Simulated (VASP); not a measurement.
Here is a VASP 6.6.1 calculation.

The input INCAR:

```
SYSTEM = CuGe4
  PREC = Accurate
  ENCUT = 520
  EDIFF = 1E-6
  ISMEAR = 0
  SIGMA = 0.1
  LREAL = .False.
  LASPH = .True.
  NELM = 100
  ALGO = Normal
  ISIF = 2
  LWAVE = .False.
  LCHARG = .False.
  LDIPOL = .True.
  IDIPOL = 3
  DIPOL = 0.5 0.5 0.335
  GGA = PE
  IVDW = 12
  NBANDS = 42
```

Contents of KPOINTS:

```
regular mesh
0
Gamma
  9 9 1
  0 0 0
```

POSCAR

```
CuGe4
1.0
    4.0303587933      0.0000000000      0.0000000000
   -2.0151793967      3.4903931014      0.0000000000
    0.0000000000      0.0000000000     21.4984134729
Ge Cu
4 1
Direct
    0.3333333333      0.6666666667      0.1860602414
    0.0000000000      0.0000000000      0.2243278812
    0.0000000000      0.0000000000      0.3459155542
    0.6666666667      0.3333333333      0.3813496974
    0.6666666667      0.3333333333      0.5348493966
```

Potentials or basis: VASP PAW PBE potentials, release 64 (Ge_d, Cu).

Run with:

```console
$ cat potpaw_PBE.64/Ge_d/POTCAR potpaw_PBE.64/Cu/POTCAR > POTCAR
$ mpirun -np 1 vasp_std > vasp.out
```

Task: Predict the largest force.

Result: 0.837 eV/Å.

Task: Predict the band gap on the k mesh.

Result: Zero (an odd number of electrons rules out a gap without spin polarisation).

Task: Estimate the dispersion energy per atom.

Result: -0.230 eV.

Forces on the atoms (eV/Å):
```
Ge   0.000  0.000  0.144
Ge   0.000  0.000 -0.028
Ge   0.000  0.000 -0.116
Ge   0.000  0.000  0.837
Cu   0.000  0.000 -0.837
```
